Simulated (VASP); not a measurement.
# BN (P1) in VASP: single point with LDA

Aim: the single point of BN with LDA.

All numbers are computed with VASP 6.6.1; they aren't measurements. Logs are shortened: lines on timing, memory, paths and dates and some standing lists are left out, and cuts for length are marked.

### 1 The cell of the first run

The typed cell holds 2 atoms: a = 2.508 Å, b = 2.508 Å, c = 3.274 Å, α = 101.11°, β = 101.11°, γ = 119.81°.

### 2 Single point, LDA

Contents of INCAR:

```
PREC     = Accurate       # precision mode
ENCUT    = 520            # plane-wave cutoff, eV
EDIFF    = 1E-6           # SCF threshold, eV
ISMEAR   = 0              # smearing method
SIGMA    = 0.01           # smearing width, eV
LREAL    = False          # projectors in reciprocal space
LASPH    = True           # aspherical terms in the spheres
NELM     = 60             # most SCF steps
ALGO     = Normal         # electronic algorithm
ISIF     = 2              # what is computed and relaxed
LWAVE    = False          # write WAVECAR
LCHARG   = False          # write CHGCAR
GGA      = CA             # functional
NBANDS   = 11             # bands
```

Contents of KPOINTS:

```
regular mesh
0
Gamma
  6 6 4
```

Contents of POSCAR:

```
BN
1.0
    2.5080410000      0.0000000000      0.0000000000
   -1.2467110000      2.1762310000      0.0000000000
   -0.6306650000     -1.0881160000      3.0225400000
B N
1 1
Direct
    0.9796430000      0.9834990000      0.0018060000
    0.6685060000      0.3323850000      0.9849990000
```

Potentials or basis: VASP PAW LDA potentials, release 64 (B, N).

Started as:

```
cat potpaw_LDA.64/B/POTCAR potpaw_LDA.64/N/POTCAR > POTCAR
mpirun -np 1 vasp_std > vasp.out
```

OUTCAR:

```text
PREC = Accurate
   ENCUT = 520
   EDIFF = 1E-6
   ISMEAR = 0
   LREAL = False
   LASPH = True
   NELM = 60
   ISIF = 2
   GGA = CA

 ion  position               nearest neighbor table
   1  0.980  0.983  0.002-   2 1.40   2 1.43   2 1.52
   2  0.669  0.332  0.985-   1 1.40   1 1.43   1 1.52

  LATTYP: Found a face centered orthorhombic cell.
 ALAT       =     2.5153398844
 B/A-ratio  =     1.7253462546
 C/A-ratio  =     2.4032855509

  Lattice vectors:

 A1 = (  -1.8773760000,   1.0881150000,   3.0225400000)
 A2 = (   0.6306650000,   1.0881150000,   3.0225400000)
 A3 = (  -1.2467110000,   2.1762310000,   0.0000000000)

Analysis of symmetry for initial positions (statically):
=====================================================================
 Subroutine PRICEL returns:
 Original cell was already a primitive cell.

 Routine SETGRP: Setting up the symmetry group for a
 face centered orthorhombic supercell.

 Subroutine GETGRP returns: Found  1 space group operations
 (whereof  1 operations were pure point group operations)
 out of a pool of  8 trial point group operations.

The static configuration has the point symmetry C_1 .

Analysis of symmetry for dynamics (positions and initial velocities):
=====================================================================
 Subroutine PRICEL returns:
 Original cell was already a primitive cell.

 Routine SETGRP: Setting up the symmetry group for a
 face centered orthorhombic supercell.

 Subroutine GETGRP returns: Found  1 space group operations
 (whereof  1 operations were pure point group operations)
 out of a pool of  8 trial point group operations.

The dynamic configuration has the point symmetry C_1 .

 Subroutine INISYM returns: Found  1 space group operations
 (whereof  1 operations are pure point group operations),
 and found     1 'primitive' translations

----------------------------------------------------------------------------------------

                                     Primitive cell

  volume of cell :      16.4973

  direct lattice vectors                    reciprocal lattice vectors
     2.508041000  0.000000000  0.000000000     0.398717565  0.228415813  0.165423820
    -1.246711000  2.176231000  0.000000000     0.000000000  0.459510043  0.165423859
    -0.630665000 -1.088116000  3.022540000     0.000000000  0.000000000  0.330847565

  length of vectors
     2.508041000  2.508041005  3.273756684     0.488379484  0.488379496  0.330847565

  position of ions in fractional coordinates (direct lattice)
[... 105 lines left out ...]
   IBRION =     -1    ionic relax: 0-MD 1-quasi-New 2-CG
   NFREE  =      0    steps in history (QN), initial steepest desc. (CG)
   ISIF   =      2    stress and relaxation
   ISYM   =      2    0-nonsym 1-usesym 2-fastsym
   POTIM  = 0.5000    time-step for ionic-motion
   TEBEG  =    0.0;   TEEND  =   0.0 temperature during run
   PSTRESS=    0.0 pullay stress
   NELECT =       8.0000    total number of electrons
   NUPDOWN=      -1.0000    fix difference up-down
   EMIN   =  10.00;   EMAX   =-10.00  energy-range for DOS
   EFERMI =   0.00;   METHOD = LEGACY
   ISMEAR =     0;   SIGMA  =   0.01  broadening in eV -4-tet -1-fermi 0-gaus
   EFERMI_NEDOS =   21; number of points for ismear=-14 and -15
   IALGO  =     38    algorithm
   IMIX   =      4    mixing-type and parameters
     AMIX     =   0.40;   BMIX     =  1.00
     AMIX_MAG =   1.60;   BMIX_MAG =  1.00
  volume/ion in A,a.u.               =       8.25        55.66
  Fermi-wavevector in a.u.,A,eV,Ry     =   1.286178  2.430523 22.507475  1.654253
  Thomas-Fermi vector in A             =   2.418268
   LORBIT       =      0    0 simple, 1 ext, 2 COOP (PROOUT), +10 PAW based schemes
   GGA     = CA    functional components
   LHFCALC =     F    Hartree Fock is set to
   AEXX    =    0.0000 exact exchange contribution
   IVDW    =     0    specifies the selected vdW correction
   LEPSILON=     F    determine dielectric tensor
   LRPA    =     F    only Hartree local field effects (RPA)
 non-spin polarized calculation
 Gauss-broadening in eV      SIGMA  =   0.01
  energy-cutoff  :      520.00
  volume of cell :       16.50
 maximum number of plane-waves:       460
 NGX is ok and might be reduce to    20
   NGX =  9   NGY =  9   NGZ = 13

 number of electron       8.0000000 magnetization

 Free energy of the ion-electron system (eV)
  ---------------------------------------------------
  ext. energy  EPLUGINS =         0.00000000
  ---------------------------------------------------
  free energy    TOTEN  =       -19.15393565 eV

  energy without entropy =      -19.15393565  energy(sigma->0) =      -19.15393565

 E-fermi :   3.2170     XC(G=0): -11.0917

 val. band max:        3.1658283732   @ k =   0.5000   0.5000   0.0000
 cond. band min:       5.9489706508   @ k =   0.5000   0.5000   0.5000
 fundamental gap:      2.7831422776
 Fermi energy:         3.2170012542

 k-point     1 :       0.0000    0.0000    0.0000
  band No.  band energies     occupation
      1     -14.7679      2.00000
      2      -0.5019      2.00000
      3       0.8280      2.00000
      4       2.4499      2.00000
      5       8.5533      0.00000
      6      13.3709      0.00000
      7      15.4810      0.00000
      8      16.0360      0.00000
      9      18.2043      0.00000
     10      28.3332      0.00000
     11      30.3378      0.00000
[... 309 lines left out ...]
 k-point    24 :       0.5000   -0.0000    0.2500
  band No.  band energies     occupation
      1     -11.2996      2.00000
      2      -5.7327      2.00000
      3      -1.5628      2.00000
      4       1.5337      2.00000
      5       8.4837      0.00000
      6      12.4614      0.00000
      7      16.4139      0.00000
      8      19.5686      0.00000
      9      24.2162      0.00000
     10      24.8930      0.00000
     11      26.5636      0.00000

 [... further k-points ...]
[... 5 lines left out ...]
  --------------------------------------------------------------------------------------
  -------------------------------------------------------------------------------------
  Total       -1.3031044     -0.1137856      0.3337503     -0.4957730      0.1181630      0.0530797
  in kB     -126.5546498    -11.0506057     32.4130990    -48.1483934     11.4757299      5.1549847
  external PRESSURE =     -35.0640521 kB  Pullay stress =       0.0000000 kB

 VOLUME and BASIS-vectors are now :
 -----------------------------------------------------------------------------
  energy-cutoff  :      520.00
  volume of cell :       16.50
      direct lattice vectors                 reciprocal lattice vectors
     2.508041000  0.000000000  0.000000000     0.398717565  0.228415813  0.165423820
    -1.246711000  2.176231000  0.000000000     0.000000000  0.459510043  0.165423859
    -0.630665000 -1.088116000  3.022540000     0.000000000  0.000000000  0.330847565

 POSITION                                       TOTAL-FORCE (eV/Angst)
 -----------------------------------------------------------------------------------
      1.22971      2.13836      0.00546         1.637912      2.053421     -0.616284
      0.64105     -0.34845      2.97720        -1.637912     -2.053421      0.616284
 -----------------------------------------------------------------------------------
    total drift:                               -0.000261     -0.000104     -0.000217

  FREE ENERGIE OF THE ION-ELECTRON SYSTEM (eV)
  ---------------------------------------------------
  free  energy   TOTEN  =       -19.1539356452 eV

  energy  without entropy=      -19.1539356452  energy(sigma->0) =      -19.15393565
```

stdout:

```text
POSCAR found type information on POSCAR B N
 POSCAR found :  2 types and       2 ions
 scaLAPACK will be used
 LDA part: xc-table for (Slater(with rela. corr.)+CA(PZ))
 , standard interpolation
 -----------------------------------------------------------------------------
|                                                                             |
|           W    W    AA    RRRRR   N    N  II  N    N   GGGG   !!!           |
|           W    W   A  A   R    R  NN   N  II  NN   N  G    G  !!!           |
|           W    W  A    A  R    R  N N  N  II  N N  N  G       !!!           |
|           W WW W  AAAAAA  RRRRR   N  N N  II  N  N N  G  GGG   !            |
|           WW  WW  A    A  R   R   N   NN  II  N   NN  G    G                |
|           W    W  A    A  R    R  N    N  II  N    N   GGGG   !!!           |
|                                                                             |
|     Your reciprocal lattice and k-lattice belong to different lattice       |
|     classes:                                                                |
|                                                                             |
|        The reciprocal lattice is body-centered orthorhombic,                |
|        whereas your k-lattice is base-centered monoclinic.                  |
|                                                                             |
|     Results are often still useful ...                                      |
|                                                                             |
 -----------------------------------------------------------------------------

 POSCAR, INCAR and KPOINTS ok, starting setup
 FFT: planning ... GRIDC
 FFT: planning ... GRID_SOFT
 FFT: planning ... GRID
 WAVECAR not read
 entering main loop
```

Wall time 5.7 s (1 thread of Intel Xeon 6975P-C, shared host); peak memory 0.12 GiB.

What came out:

* Free energy: -19.1539 eV
* Pressure: -3.5 GPa
* Largest force: 2.698 eV/Å
* Band gap on the k mesh: 2.78 eV, indirect (least direct gap 4.37 eV)

Forces in eV/Å, atoms in the order of the input:
```
B    1.638  2.053 -0.616
N   -1.638 -2.053  0.616
```

Stress tensor (GPa, compression positive):
```
-12.66  -4.81   0.52
 -4.81  -1.11   1.15
  0.52   1.15   3.24
```

Caveat: the k points lie up to 0.52 Å⁻¹ apart; forces of over 1 eV/Å act on the atoms, so gaps and moduli don't describe the material at rest. A k mesh can miss the band edges.
